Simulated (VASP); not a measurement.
# Ga4Sb3As (Pmm2) in VASP: single point with PBE

Aim: the single point of Ga4Sb3As with PBE.

All numbers are computed with VASP 6.6.1; they aren't measurements. Logs are shortened: lines on timing, memory, paths and dates and some standing lists are left out, and cuts for length are marked.

### 1 The cell of the first run

The structure is orthorhombic, space group Pmm2 (No. 25). The conventional cell has a = 4.314 Å, b = 8.629 Å, c = 6.093 Å, α = 90.00°, β = 90.00°, γ = 90.00°. Within 3.3 Å of Ga (site symmetry m) lie 1 As at 2.51 Å and 3 Sb at 2.67 to 2.71 Å. Ga (site symmetry mm2) has 4 Sb at 2.66 to 2.67 Å within 3.5 Å. Within 3.4 Å of Ga (site symmetry mm2) lie 2 As at 2.56 Å and 2 Sb at 2.68 Å. Sb (site symmetry m) has 4 Ga at 2.66 to 2.68 Å within 3.5 Å. Sb (site symmetry mm2) has 4 Ga at 2.67 to 2.71 Å within 3.5 Å. As (site symmetry mm2) has 4 Ga at 2.51 to 2.56 Å within 3.3 Å.

### 2 Single point, PBE

POSCAR

```
Ga4Sb3As
1.0
    4.3138581058      0.0000000000      0.0000000000
    0.0000000000      8.6289020512      0.0000000000
    0.0000000000      0.0000000000      6.0926323212
Ga Sb As
4 3 1
Direct
    0.0000000000      0.7635553540      0.0085448274
    0.5000000000      0.5000000000      0.5079637039
    0.0000000000      0.2364446460      0.0085448274
    0.5000000000      0.0000000000      0.4759492068
    0.5000000000      0.7572891940      0.7498358100
    0.0000000000      0.5000000000      0.2498650565
    0.5000000000      0.2427108060      0.7498358100
    0.0000000000      0.0000000000      0.2494607580
```

INCAR.step1

```
SYSTEM = Ga4Sb3As
PREC = Accurate
ENCUT = 520
EDIFF = 1E-6
ISMEAR = 0
SIGMA = 0.1
LREAL = .FALSE.
LASPH = .TRUE.
NELM = 60
ALGO = Fast
ISIF = 2
LWAVE = .FALSE.
LCHARG = .TRUE.
GGA = PE
NBANDS = 46
KPAR = 4
```

KPOINTS.step1

```
Automatic mesh
0
G
  10 6 6
  0 0 0
```

INCAR.step2

```
SYSTEM = Ga4Sb3As
PREC = Accurate
ENCUT = 520
EDIFF = 1E-6
ISMEAR = -5
SIGMA = 0.1
LREAL = .FALSE.
LASPH = .TRUE.
NELM = 60
ALGO = Fast
ISIF = 2
LWAVE = .FALSE.
LCHARG = .FALSE.
GGA = PE
LORBIT = 11
NBANDS = 46
NEDOS = 1001
ICHARG = 11
KPAR = 4
```

KPOINTS.step2

```
Automatic mesh
0
G
  15 9 9
  0 0 0
```

Potentials or basis: VASP PAW PBE potentials, release 64 (Ga_d, Sb, As).

Started as:

```sh
cat potpaw_PBE.64/Ga_d/POTCAR potpaw_PBE.64/Sb/POTCAR potpaw_PBE.64/As/POTCAR > POTCAR
cp INCAR.step1 INCAR
cp KPOINTS.step1 KPOINTS
mpirun -np 4 vasp_std > vasp.out
cp INCAR.step2 INCAR
cp KPOINTS.step2 KPOINTS
mpirun -np 4 vasp_std > vasp.out
```

OUTCAR:

```text
SYSTEM = Ga4Sb3As
   PREC = Accurate
   ENCUT = 520
   EDIFF = 1E-6
   ISMEAR = -5
   LREAL = .FALSE.
   LASPH = .TRUE.
   NELM = 60
   ISIF = 2
   GGA = PE
   LORBIT = 11
   ICHARG = 11

 ion  position               nearest neighbor table
   1  0.000  0.764  0.009-   8 2.51   5 2.67   5 2.67   6 2.71
   2  0.500  0.500  0.508-   5 2.66   7 2.66   6 2.67   6 2.67
   3  0.000  0.236  0.009-   8 2.51   7 2.67   7 2.67   6 2.71
   4  0.500  0.000  0.476-   8 2.56   8 2.56   5 2.68   7 2.68
   5  0.500  0.757  0.750-   2 2.66   1 2.67   1 2.67   4 2.68
   6  0.000  0.500  0.250-   2 2.67   2 2.67   3 2.71   1 2.71
   7  0.500  0.243  0.750-   2 2.66   3 2.67   3 2.67   4 2.68
   8  0.000  0.000  0.249-   1 2.51   3 2.51   4 2.56   4 2.56

  LATTYP: Found a simple orthorhombic cell.
 ALAT       =     4.3138581058
 B/A-ratio  =     1.4123395280
 C/A-ratio  =     2.0002748907

  Lattice vectors:

 A1 = (  -4.3138581058,   0.0000000000,   0.0000000000)
 A2 = (   0.0000000000,   0.0000000000,   6.0926323212)
 A3 = (   0.0000000000,   8.6289020512,   0.0000000000)

Analysis of symmetry for initial positions (statically):
=====================================================================
 Subroutine PRICEL returns:
 Original cell was already a primitive cell.

 Routine SETGRP: Setting up the symmetry group for a
 simple orthorhombic supercell.

 Subroutine GETGRP returns: Found  4 space group operations
 (whereof  4 operations were pure point group operations)
 out of a pool of  8 trial point group operations.

The static configuration has the point symmetry C_2v.

Analysis of symmetry for dynamics (positions and initial velocities):
=====================================================================
 Subroutine PRICEL returns:
 Original cell was already a primitive cell.

 Routine SETGRP: Setting up the symmetry group for a
 simple orthorhombic supercell.

 Subroutine GETGRP returns: Found  4 space group operations
 (whereof  4 operations were pure point group operations)
 out of a pool of  8 trial point group operations.

The dynamic configuration has the point symmetry C_2v.

 Subroutine INISYM returns: Found  4 space group operations
 (whereof  4 operations are pure point group operations),
 and found     1 'primitive' translations

----------------------------------------------------------------------------------------

                                     Primitive cell

  volume of cell :     226.7913

  direct lattice vectors                    reciprocal lattice vectors
     4.313858106  0.000000000  0.000000000     0.231811055  0.000000000  0.000000000
     0.000000000  8.628902051  0.000000000     0.000000000  0.115889599  0.000000000
     0.000000000  0.000000000  6.092632321     0.000000000  0.000000000  0.164132668

  length of vectors
     4.313858106  8.628902051  6.092632321     0.231811055  0.115889599  0.164132668

  position of ions in fractional coordinates (direct lattice)
     0.000000000  0.763555354  0.008544827
     0.500000000  0.500000000  0.507963704
     0.000000000  0.236444646  0.008544827
     0.500000000  0.000000000  0.475949207
     0.500000000  0.757289194  0.749835810
     0.000000000  0.500000000  0.249865056
     0.500000000  0.242710806  0.749835810
     0.000000000  0.000000000  0.249460758

  ion indices of the primitive-cell ions
   primitive index   ion index
                 1           1
                 2           2
                 3           3
                 4           4
                 5           5
                 6           6
                 7           7
                 8           8

----------------------------------------------------------------------------------------

 KPOINTS: Automatic mesh

Automatic generation of k-mesh.
 Grid dimensions read from file:
 generate k-points for:   15    9    9

 Generating k-lattice:

  Cartesian coordinates                     Fractional coordinates (reciprocal lattice)
     0.015454070  0.000000000  0.000000000     0.066666667  0.000000000  0.000000000
     0.000000000  0.012876622  0.000000000     0.000000000  0.111111111  0.000000000
     0.000000000  0.000000000  0.018236963     0.000000000  0.000000000  0.111111111

  Length of vectors
     0.015454070  0.012876622  0.018236963

  Shift w.r.t. Gamma in fractional coordinates (k-lattice)
     0.000000000  0.000000000  0.000000000

 TETIRR: Found   3598 inequivalent tetrahedra from     7290

 Subroutine IBZKPT returns following result:
 ===========================================

 Found    200 irreducible k-points:

 Following reciprocal coordinates:
            Coordinates               Weight
  0.000000  0.000000  0.000000      1.000000
  0.066667  0.000000  0.000000      2.000000
  0.133333  0.000000  0.000000      2.000000
  0.200000  0.000000  0.000000      2.000000
  0.266667  0.000000  0.000000      2.000000
  0.333333  0.000000  0.000000      2.000000
[... 16 lines left out ...]
  0.400000  0.222222  0.000000      4.000000
  0.466667  0.222222  0.000000      4.000000
 [... further k-points ...]
   k-points           NKPTS =    200   k-points in BZ     NKDIM =    200   number of bands    NBANDS=     46
   number of dos      NEDOS =   1001   number of ions     NIONS =      8
   total plane-waves  NPLWV =  98304
   dimension x,y,z NGX =    32 NGY =   64 NGZ =   48
   dimension x,y,z NGXF=    64 NGYF=  128 NGZF=   96
   ions per type =               4   3   1
   NGX,Y,Z   is equivalent  to a cutoff of  12.33, 12.33, 13.10 a.u.
   NGXF,Y,Z  is equivalent  to a cutoff of  24.66, 24.66, 26.19 a.u.
 SYSTEM =  Ga4Sb3As
   PREC   = accura    normal or accurate (medium, high low for compatibility)
   ISTART =      0    job   : 0-new  1-cont  2-samecut
   ICHARG =     11    charge: 1-file 2-atom 10-const
   ISPIN  =      1    spin polarized calculation?
   LNONCOLLINEAR =      F non collinear calculations
   LSORBIT =      F    spin-orbit coupling
   LASPH  =      T    aspherical Exc in radial PAW
   ENCUT  =  520.0 eV  38.22 Ry    6.18 a.u.   8.02 16.04 11.33*2*pi/ulx,y,z
   NELM   =     60;   NELMIN=  2; NELMDL=  0     # of ELM steps
   EDIFF  = 0.1E-05   stopping-criterion for ELM
   LREAL  =      F    real-space projection
   EDIFFG = 0.1E-04   stopping-criterion for IOM
   NSW    =      0    number of steps for IOM
   IBRION =     -1    ionic relax: 0-MD 1-quasi-New 2-CG
   NFREE  =      0    steps in history (QN), initial steepest desc. (CG)
   ISIF   =      2    stress and relaxation
   ISYM   =      2    0-nonsym 1-usesym 2-fastsym
   POTIM  = 0.5000    time-step for ionic-motion
   TEBEG  =    0.0;   TEEND  =   0.0 temperature during run
   PSTRESS=    0.0 pullay stress
   NELECT =      72.0000    total number of electrons
   NUPDOWN=      -1.0000    fix difference up-down
   EMIN   =  10.00;   EMAX   =-10.00  energy-range for DOS
   EFERMI =   0.00;   METHOD = LEGACY
   ISMEAR =    -5;   SIGMA  =   0.10  broadening in eV -4-tet -1-fermi 0-gaus
   EFERMI_NEDOS =   21; number of points for ismear=-14 and -15
   IALGO  =     68    algorithm
   IMIX   =      4    mixing-type and parameters
     AMIX     =   0.40;   BMIX     =  1.00
     AMIX_MAG =   1.60;   BMIX_MAG =  1.00
  volume/ion in A,a.u.               =      28.35       191.31
  Fermi-wavevector in a.u.,A,eV,Ry     =   1.116804  2.110453 16.969876  1.247251
  Thomas-Fermi vector in A             =   2.253421
   LORBIT       =     11    0 simple, 1 ext, 2 COOP (PROOUT), +10 PAW based schemes
   GGA     = PE    functional components
   LHFCALC =     F    Hartree Fock is set to
   AEXX    =    0.0000 exact exchange contribution
   IVDW    =     0    specifies the selected vdW correction
   LEPSILON=     F    determine dielectric tensor
   LRPA    =     F    only Hartree local field effects (RPA)
 non-spin polarized calculation
 RMM-DIIS sequential band-by-band and
 Fermi weights with tetrahedron method with Bloechl corrections
  energy-cutoff  :      520.00
  volume of cell :      226.79
 maximum number of plane-waves:      6153

 number of electron      72.0000046 magnetization

 Free energy of the ion-electron system (eV)
  ---------------------------------------------------
  ext. energy  EPLUGINS =         0.00000000
  ---------------------------------------------------
  free energy    TOTEN  =       -30.26591807 eV

  energy without entropy =      -30.26591807  energy(sigma->0) =      -30.26591807

 E-fermi :   4.3003     XC(G=0):  -9.0077

 val. band max:        4.2992191787   @ k =   0.0000   0.1111   0.0000
 cond. band min:       4.3074648552   @ k =   0.0000   0.0000   0.0000
 fundamental gap:      0.0082456765
 Fermi energy:         4.3003385712

 k-point     1 :       0.0000    0.0000    0.0000
  band No.  band energies     occupation
      1     -10.7721      2.00000
      2     -10.7494      2.00000
      3     -10.7283      2.00000
      4     -10.7012      2.00000
      5     -10.6937      2.00000
      6     -10.6882      2.00000
[... 38 lines left out ...]
     45       8.9366      0.00000
     46       9.0061      0.00000

 k-point     2 :       0.0667    0.0000    0.0000
  band No.  band energies     occupation
      1     -10.7721      2.00000
      2     -10.7496      2.00000
      3     -10.7288      2.00000
      4     -10.7010      2.00000
      5     -10.6933      2.00000
      6     -10.6877      2.00000
[... 38 lines left out ...]
     45       8.2491      0.00000
     46       8.4245      0.00000

 k-point     3 :       0.1333    0.0000    0.0000
  band No.  band energies     occupation
      1     -10.7725      2.00000
      2     -10.7502      2.00000
      3     -10.7300      2.00000
      4     -10.7006      2.00000
      5     -10.6921      2.00000
      6     -10.6885      2.00000
[... 38 lines left out ...]
     45       7.7588      0.00000
     46       7.9045      0.00000

 k-point     4 :       0.2000    0.0000    0.0000
  band No.  band energies     occupation
      1     -10.7736      2.00000
      2     -10.7510      2.00000
      3     -10.7308      2.00000
      4     -10.7001      2.00000
      5     -10.6903      2.00000
      6     -10.6897      2.00000
[... 920 lines left out ...]
     45       9.0018      0.00000
     46       9.3518      0.00000

 k-point    23 :       0.4000    0.2222    0.0000
  band No.  band energies     occupation
      1     -10.7803      2.00000
      2     -10.7538      2.00000
      3     -10.7284      2.00000
      4     -10.6985      2.00000
      5     -10.6937      2.00000
      6     -10.6849      2.00000
[... 38 lines left out ...]
     45       8.7312      0.00000
     46       8.9928      0.00000

 k-point    24 :       0.4667    0.2222    0.0000
  band No.  band energies     occupation
      1     -10.7816      2.00000
      2     -10.7543      2.00000
      3     -10.7277      2.00000
      4     -10.6983      2.00000
      5     -10.6943      2.00000
      6     -10.6846      2.00000
[... 38 lines left out ...]
     45       8.6080      0.00000
     46       8.7983      0.00000

 [... further k-points ...]

------------------------ aborting loop because EDIFF is reached ----------------------------------------

  FORCE on cell =-STRESS in cart. coord.  units (eV):
  Direction    XX          YY          ZZ          XY          YZ          ZX
  --------------------------------------------------------------------------------------
  -------------------------------------------------------------------------------------
  Total       -0.0515631     -0.0382088     -0.0508454      0.0000000      0.0000000      0.0000000
  in kB       -0.3642697     -0.2699276     -0.3591997      0.0000000      0.0000000      0.0000000
  external PRESSURE =      -0.3311323 kB  Pullay stress =       0.0000000 kB

 VOLUME and BASIS-vectors are now :
 -----------------------------------------------------------------------------
  energy-cutoff  :      520.00
  volume of cell :      226.79
      direct lattice vectors                 reciprocal lattice vectors
     4.313858106  0.000000000  0.000000000     0.231811055  0.000000000  0.000000000
     0.000000000  8.628902051  0.000000000     0.000000000  0.115889599  0.000000000
     0.000000000  0.000000000  6.092632321     0.000000000  0.000000000  0.164132668

 POSITION                                       TOTAL-FORCE (eV/Angst)
 -----------------------------------------------------------------------------------
      0.00000      6.58864      0.05206        -0.000000     -0.003496     -0.003797
      2.15693      4.31445      3.09484         0.000000      0.000000     -0.001441
      0.00000      2.04026      0.05206        -0.000000      0.003496     -0.003797
      2.15693      0.00000      2.89978         0.000000      0.000000      0.005461
      2.15693      6.53457      4.56847         0.000000      0.001565      0.000299
      0.00000      4.31445      1.52234         0.000000      0.000000      0.001330
      2.15693      2.09433      4.56847         0.000000     -0.001565      0.000299
      0.00000      0.00000      1.51987         0.000000      0.000000      0.001646
 -----------------------------------------------------------------------------------
    total drift:                                0.000000      0.000000      0.003387

  FREE ENERGIE OF THE ION-ELECTRON SYSTEM (eV)
  ---------------------------------------------------
  free  energy   TOTEN  =       -30.2659180655 eV

  energy  without entropy=      -30.2659180655  energy(sigma->0) =      -30.26591807

 total charge

# of ion       s       p       d       tot
------------------------------------------
    1        0.906   0.728   9.964  11.598
    2        0.910   0.748   9.960  11.618
    3        0.906   0.728   9.964  11.598
    4        0.904   0.701   9.966  11.571
    5        1.132   1.328   0.026   2.486
    6        1.134   1.314   0.025   2.473
    7        1.132   1.328   0.026   2.486
    8        1.224   1.509   0.026   2.759
--------------------------------------------------
tot          8.248   8.384  39.956  56.589
```

Run time: 19 min. Hardware: 4 MPI ranks of Oxide Virtual Turin-like, shared host; peak memory 1.5 GiB.

What came out:

| Item | Value |
| --- | --- |
| Valence electrons inside the program's atomic spheres | Ga 11.60, 11.62, 11.57 (each value once); Sb 2.49, 2.47 (each value once); As 2.76 |

Caveat: spin-orbit coupling is left out, which moves the levels of the heavy elements.
